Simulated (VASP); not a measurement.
# In (P6_3/mmc) in VASP: notebook

Runs on In. Level: PBE. Tasks: relaxation of cell and atoms.

Program: VASP 6.6.1. These are calculated values, not measurements. Logs are shortened: lines on timing, memory, paths and dates and some standing lists are left out, and cuts for length are marked.

## (1) The cell of the first run

It takes space group P6_3/mmc (No. 194, hexagonal). The conventional cell has a = 3.225 Å, b = 3.225 Å, c = 5.406 Å, α = 90.00°, β = 90.00°, γ = 120.00°. In (site symmetry -6m2) has 12 In at 3.23 to 3.28 Å within 4.2 Å.

This isn't the form of In at room conditions, which is tetragonal.

## (2) Relaxation of cell and atoms, PBE, target pressure 6.2 GPa, at which the enthalpy is minimised

INCAR reads:

```
PREC     = Accurate       # precision mode
ENCUT    = 600            # plane-wave cutoff, eV
EDIFF    = 1E-6           # SCF threshold, eV
ISMEAR   = -1             # smearing method
SIGMA    = 0.05           # smearing width, eV
LREAL    = False          # projectors in reciprocal space
LASPH    = True           # aspherical terms in the spheres
NELM     = 60             # most SCF steps
ALGO     = Normal         # electronic algorithm
ISIF     = 3              # what is computed and relaxed
LWAVE    = False          # write WAVECAR
LCHARG   = False          # write CHGCAR
GGA      = PE             # functional
IBRION   = 2              # ionic algorithm
NSW      = 32             # ionic steps
EDIFFG   = -0.005         # ionic threshold
PSTRESS  = 62.0
```

KPOINTS reads:

```
Automatic mesh
0
Gamma
  14 14 8
```

POSCAR reads:

```
In
1.0
    3.2252742375      0.0000000000      0.0000000000
   -1.6126371188      2.7931694239      0.0000000000
    0.0000000000      0.0000000000      5.4055839029
In
2
Direct
    0.3333333333      0.6666666667      0.2500000000
    0.6666666667      0.3333333333      0.7500000000
```

Potentials or basis: VASP PAW PBE potentials, release 64 (In_d).

Started as:

```sh
> cat potpaw_PBE.64/In_d/POTCAR > POTCAR
> mpirun -np 1 vasp_std > vasp.out
```

OUTCAR:

```text
PREC = Accurate
   ENCUT = 600
   EDIFF = 1E-6
   ISMEAR = -1
   LREAL = False
   LASPH = True
   NELM = 60
   ISIF = 3
   GGA = PE
   IBRION = 2
   NSW = 32
   EDIFFG = -0.005
   PSTRESS = 62.0

 ion  position               nearest neighbor table
   1  0.333  0.667  0.250-   2 3.28   2 3.28   2 3.28   2 3.28   2 3.28   2 3.28
   2  0.667  0.333  0.750-   1 3.28   1 3.28   1 3.28   1 3.28   1 3.28   1 3.28

  LATTYP: Found a hexagonal cell.
 ALAT       =     3.2252742375
 C/A-ratio  =     1.6760075283

  Lattice vectors:

 A1 = (   3.2252742375,   0.0000000000,   0.0000000000)
 A2 = (  -1.6126371188,   2.7931694239,   0.0000000000)
 A3 = (   0.0000000000,   0.0000000000,   5.4055839029)

Analysis of symmetry for initial positions (statically):
=====================================================================
 Subroutine PRICEL returns:
 Original cell was already a primitive cell.

 Routine SETGRP: Setting up the symmetry group for a
 hexagonal supercell.

 Subroutine GETGRP returns: Found 24 space group operations
 (whereof 12 operations were pure point group operations)
 out of a pool of 24 trial point group operations.

The static configuration has the point symmetry D_3d.
 The point group associated with its full space group is D_6h.

Analysis of symmetry for dynamics (positions and initial velocities):
=====================================================================
 Subroutine PRICEL returns:
 Original cell was already a primitive cell.

 Routine SETGRP: Setting up the symmetry group for a
 hexagonal supercell.

 Subroutine GETGRP returns: Found 24 space group operations
 (whereof 12 operations were pure point group operations)
 out of a pool of 24 trial point group operations.

The dynamic configuration has the point symmetry D_3d.
 The point group associated with its full space group is D_6h.

 Subroutine INISYM returns: Found 24 space group operations
 (whereof 12 operations are pure point group operations),
 and found     1 'primitive' translations

----------------------------------------------------------------------------------------

                                     Primitive cell

  volume of cell :      48.6975

  direct lattice vectors                    reciprocal lattice vectors
     3.225274237  0.000000000  0.000000000     0.310051154  0.179008117  0.000000000
    -1.612637119  2.793169424  0.000000000     0.000000000  0.358016235  0.000000000
     0.000000000  0.000000000  5.405583903     0.000000000  0.000000000  0.184993891

  length of vectors
     3.225274237  3.225274238  5.405583903     0.358016235  0.358016235  0.184993891

  position of ions in fractional coordinates (direct lattice)
     0.333333333  0.666666667  0.250000000
     0.666666667  0.333333333  0.750000000

  ion indices of the primitive-cell ions
   primitive index   ion index
                 1           1
                 2           2

----------------------------------------------------------------------------------------

 KPOINTS: Automatic mesh

Automatic generation of k-mesh.
 Grid dimensions read from file:
 generate k-points for:   14   14    8

 Generating k-lattice:

  Cartesian coordinates                     Fractional coordinates (reciprocal lattice)
     0.022146511  0.012786294  0.000000000     0.071428571 -0.000000000  0.000000000
     0.000000000  0.025572588  0.000000000     0.000000000  0.071428571  0.000000000
     0.000000000  0.000000000  0.023124236     0.000000000  0.000000000  0.125000000

  Length of vectors
     0.025572588  0.025572588  0.023124236

  Shift w.r.t. Gamma in fractional coordinates (k-lattice)
     0.000000000  0.000000000  0.000000000

 Subroutine IBZKPT returns following result:
 ===========================================

 Found    120 irreducible k-points:

 Following reciprocal coordinates:
            Coordinates               Weight
  0.000000  0.000000  0.000000      1.000000
  0.071429 -0.000000  0.000000      6.000000
  0.142857  0.000000  0.000000      6.000000
  0.214286  0.000000  0.000000      6.000000
  0.285714 -0.000000  0.000000      6.000000
  0.357143  0.000000  0.000000      6.000000
[... 16 lines left out ...]
  0.285714  0.285714  0.000000      6.000000
  0.357143  0.285714  0.000000      6.000000
 [... further k-points ...]
   k-points           NKPTS =    120   k-points in BZ     NKDIM =    120   number of bands    NBANDS=     17
   number of dos      NEDOS =    301   number of ions     NIONS =      2
   total plane-waves  NPLWV =  37632
   dimension x,y,z NGX =    28 NGY =   28 NGZ =   48
   dimension x,y,z NGXF=    56 NGYF=   56 NGZF=   96
   ions per type =               2
   NGX,Y,Z   is equivalent  to a cutoff of  14.43, 14.43, 14.76 a.u.
   NGXF,Y,Z  is equivalent  to a cutoff of  28.87, 28.87, 29.52 a.u.
 SYSTEM =  unknown system
   PREC   = accura    normal or accurate (medium, high low for compatibility)
   ISTART =      0    job   : 0-new  1-cont  2-samecut
   ICHARG =      2    charge: 1-file 2-atom 10-const
   ISPIN  =      1    spin polarized calculation?
   LNONCOLLINEAR =      F non collinear calculations
   LSORBIT =      F    spin-orbit coupling
   LASPH  =      T    aspherical Exc in radial PAW
   ENCUT  =  600.0 eV  44.10 Ry    6.64 a.u.   6.44  6.44 10.80*2*pi/ulx,y,z
   NELM   =     60;   NELMIN=  2; NELMDL= -5     # of ELM steps
   EDIFF  = 0.1E-05   stopping-criterion for ELM
   LREAL  =      F    real-space projection
   EDIFFG = -.5E-02   stopping-criterion for IOM
   NSW    =     32    number of steps for IOM
   IBRION =      2    ionic relax: 0-MD 1-quasi-New 2-CG
   NFREE  =      1    steps in history (QN), initial steepest desc. (CG)
   ISIF   =      3    stress and relaxation
   ISYM   =      2    0-nonsym 1-usesym 2-fastsym
   POTIM  = 0.5000    time-step for ionic-motion
   TEBEG  =    0.0;   TEEND  =   0.0 temperature during run
   PSTRESS=   62.0 pullay stress
   NELECT =      26.0000    total number of electrons
   NUPDOWN=      -1.0000    fix difference up-down
   EMIN   =  10.00;   EMAX   =-10.00  energy-range for DOS
   EFERMI =   0.00;   METHOD = LEGACY
   ISMEAR =    -1;   SIGMA  =   0.05  broadening in eV -4-tet -1-fermi 0-gaus
   EFERMI_NEDOS =   21; number of points for ismear=-14 and -15
   IALGO  =     38    algorithm
   IMIX   =      4    mixing-type and parameters
     AMIX     =   0.40;   BMIX     =  1.00
     AMIX_MAG =   1.60;   BMIX_MAG =  1.00
  volume/ion in A,a.u.               =      24.35       164.31
  Fermi-wavevector in a.u.,A,eV,Ry     =   1.328099  2.509743 23.998593  1.763847
  Thomas-Fermi vector in A             =   2.457362
   LORBIT       =      0    0 simple, 1 ext, 2 COOP (PROOUT), +10 PAW based schemes
   GGA     = PE    functional components
   LHFCALC =     F    Hartree Fock is set to
   AEXX    =    0.0000 exact exchange contribution
   IVDW    =     0    specifies the selected vdW correction
   LEPSILON=     F    determine dielectric tensor
   LRPA    =     F    only Hartree local field effects (RPA)
 conjugate gradient relaxation of ions
 non-spin polarized calculation
  energy-cutoff  :      600.00
  volume of cell :       48.70
 maximum number of plane-waves:      1657
 NGX is ok and might be reduce to    28
   NGX = 13   NGY = 13   NGZ = 21

 number of electron      26.0000008 magnetization

 Free energy of the ion-electron system (eV)
  ---------------------------------------------------
  ext. energy  EPLUGINS =         0.00000000
  ---------------------------------------------------
  free energy    TOTEN  =        -4.99956467 eV

  energy without entropy =       -4.99291922  energy(sigma->0) =       -4.99624194

 E-fermi :   8.4549     XC(G=0): -10.5997

 val. band max:        8.4066412311   @ k =   0.3571   0.2857   0.2500
 cond. band min:       8.4667695399   @ k =   0.4286   0.1429   0.1250
 fundamental gap:      0.0601283089
 Fermi energy:         8.4549372716

 k-point     1 :       0.0000    0.0000    0.0000
  band No.  band energies     occupation
      1      -6.4498      2.00000
      2      -6.3746      2.00000
      3      -6.3231      2.00000
      4      -6.3231      2.00000
      5      -6.2904      2.00000
      6      -6.2904      2.00000
[... 9 lines left out ...]
     16      18.9643      0.00000
     17      19.4783      0.00000

 k-point     2 :       0.0714   -0.0000    0.0000
  band No.  band energies     occupation
      1      -6.4395      2.00000
      2      -6.3750      2.00000
      3      -6.3166      2.00000
      4      -6.3046      2.00000
      5      -6.2908      2.00000
      6      -6.2728      2.00000
[... 9 lines left out ...]
     16      18.5192      0.00000
     17      19.0365      0.00000

 k-point     3 :       0.1429    0.0000    0.0000
  band No.  band energies     occupation
      1      -6.4370      2.00000
      2      -6.3633      2.00000
      3      -6.3118      2.00000
      4      -6.2663      2.00000
      5      -6.2523      2.00000
      6      -6.2312      2.00000
[... 9 lines left out ...]
     16      17.6602      0.00000
     17      18.8850      0.00000

 k-point     4 :       0.2143    0.0000    0.0000
  band No.  band energies     occupation
      1      -6.4724      2.00000
      2      -6.3400      2.00000
      3      -6.3063      2.00000
      4      -6.2824      2.00000
      5      -6.2411      2.00000
      6      -6.2008      2.00000
[... 9 lines left out ...]
     16      16.1328      0.00000
     17      17.3171      0.00000
[... 343 lines left out ...]
      1      -6.4713      2.00000
      2      -6.4303      2.00000
      3      -6.2962      2.00000
      4      -6.2952      2.00000
      5      -6.2190      2.00000
      6      -6.1694      2.00000
[... 9 lines left out ...]
     16      10.3219      0.00000
     17      11.9203      0.00000

 k-point    23 :       0.2857    0.2857    0.0000
  band No.  band energies     occupation
      1      -6.4725      2.00000
      2      -6.3333      2.00000
      3      -6.3324      2.00000
      4      -6.2908      2.00000
      5      -6.2232      2.00000
      6      -6.1466      2.00000
[... 9 lines left out ...]
     16      11.5067      0.00000
     17      11.7961      0.00000

 k-point    24 :       0.3571    0.2857    0.0000
  band No.  band energies     occupation
      1      -6.4813      2.00000
      2      -6.3336      2.00000
      3      -6.2757      2.00000
      4      -6.2721      2.00000
      5      -6.2434      2.00000
      6      -6.1820      2.00000
[... 9 lines left out ...]
     16      10.6613      0.00000
     17      11.5435      0.00000

 [... further k-points ...]

------------------------ aborting loop because EDIFF is reached ----------------------------------------

  FORCE on cell =-STRESS in cart. coord.  units (eV):
  Direction    XX          YY          ZZ          XY          YZ          ZX
  --------------------------------------------------------------------------------------
  -------------------------------------------------------------------------------------
  Total        1.8904415      1.8904415      1.8885945     -0.0000000      0.0000000      0.0000000
  in kB       62.1966928     62.1966928     62.1359250     -0.0000000      0.0000000      0.0000000
  external PRESSURE =       0.1764369 kB  Pullay stress =      62.0000000 kB

 VOLUME and BASIS-vectors are now :
 -----------------------------------------------------------------------------
  energy-cutoff  :      600.00
  volume of cell :       48.70
      direct lattice vectors                 reciprocal lattice vectors
     3.225274237  0.000000000  0.000000000     0.310051154  0.179008117  0.000000000
    -1.612637119  2.793169424  0.000000000     0.000000000  0.358016235  0.000000000
     0.000000000  0.000000000  5.405583903     0.000000000  0.000000000  0.184993891

 POSITION                                       TOTAL-FORCE (eV/Angst)
 -----------------------------------------------------------------------------------
     -0.00000      1.86211      1.35140         0.000000     -0.000000      0.000000
      1.61264      0.93106      4.05419        -0.000000      0.000000      0.000000
 -----------------------------------------------------------------------------------
    total drift:                               -0.000000      0.000000      0.000000

  FREE ENERGIE OF THE ION-ELECTRON SYSTEM (eV)
  ---------------------------------------------------
  free  energy   TOTEN  =        -4.9995646684 eV

  energy  without entropy=       -4.9929192167  energy(sigma->0) =       -4.99624194

  enthalpy is  TOTEN    =        -3.1151015304 eV   P V=        1.8844631379

 reached required accuracy - stopping structural energy minimisation
```

Wall time 43 s (1 thread of Intel Xeon 6975P-C (Granite Rapids), shared host); peak memory 0.25 GiB.

Results:

```yaml
Free_energy: -4.9996 eV
Pressure_after_relaxing: 6.2 GPa
Band_gap_on_the_k_mesh: zero (bands 13 and 14 overlap by 6.64 eV)
```

Final structure:
```xyz
2
Lattice="3.2253 0.0000 0.0000 -1.6126 2.7932 0.0000 0.0000 0.0000 5.4056" Properties=species:S:1:pos:R:3 pbc="T T T"
In    0.0000    1.8621    1.3514
In    1.6126    0.9311    4.0542
```

Levels at points of the mesh, in eV from the Fermi level:
```csv
k point,band 10,band 11,band 12,band 13,band 14,band 15,band 16,band 17
"(0.00, 0.00, 0.00)",-14.44,-10.15,-4.74,-3.88,9.14,9.14,10.51,11.02
"(0.50, 0.00, 0.00)",-14.37,-4.99,-4.44,0.16,0.22,0.79,2.89,4.36
"(0.00, 0.00, 0.50)",-14.51,-8.72,-8.72,2.81,2.81,10.19,10.19,10.19
"(0.50, 0.00, 0.50)",-14.38,-3.65,-3.65,-2.94,-2.94,5.97,5.97,6.30
```

Caveat: the relaxation stopped at its first step, so nothing moved; the cell is relaxed towards a set pressure, so the run minimises the enthalpy, not the energy; spin-orbit coupling is left out, which moves the levels of the heavy elements.

[end of part 1 of 2]
